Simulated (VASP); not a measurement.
**TiC: single point with PBEsol**

TiC:

```xyz
2
Lattice="0.0000 2.1657 2.2090 2.1657 0.0000 2.2090 2.1657 2.1657 0.0000" Properties=species:S:1:pos:R:3 pbc="T T T"
Ti    0.0000    0.0000    0.0000
C     2.1657    2.1657    2.2090
```

```
Program             : VASP 6.6.1
Task                : single point
Functional          : PBEsol
Potentials or basis : VASP PAW PBE potentials, release 64 (Ti_sv, C)
Cutoff              : 520 eV
k mesh              : 9 × 9 × 9
Occupations         : fermi-dirac, width 0.05 eV
Spin                : no spin polarisation
```

- Pressure: -10.8 GPa
- Band gap on the k mesh: zero (band 8 reaches 9.78 eV, above the bottom of band 9 at 8.68 eV)

Stress tensor (GPa, compression positive):
```
 -8.61   0.00   0.00
  0.00  -8.61   0.00
  0.00   0.00 -15.22
```

Levels at points of the mesh, in eV from the Fermi level:
| k point | band 5 | band 6 | band 7 | band 8 | band 9 | band 10 | band 11 | band 12 |
| --- | --- | --- | --- | --- | --- | --- | --- | --- |
| (0.00, 0.00, 0.00) | -12.26 | 0.57 | 0.71 | 0.71 | 1.61 | 1.65 | 1.71 | 1.71 |

It took 9.1 s on 1 thread of Intel(R) Xeon(R) 6975P-C (Granite Rapids), on a shared host, peak memory 0.15 GiB.

Caveat: the PAW data sets were made with another functional, which shifts forces and pressure a little.
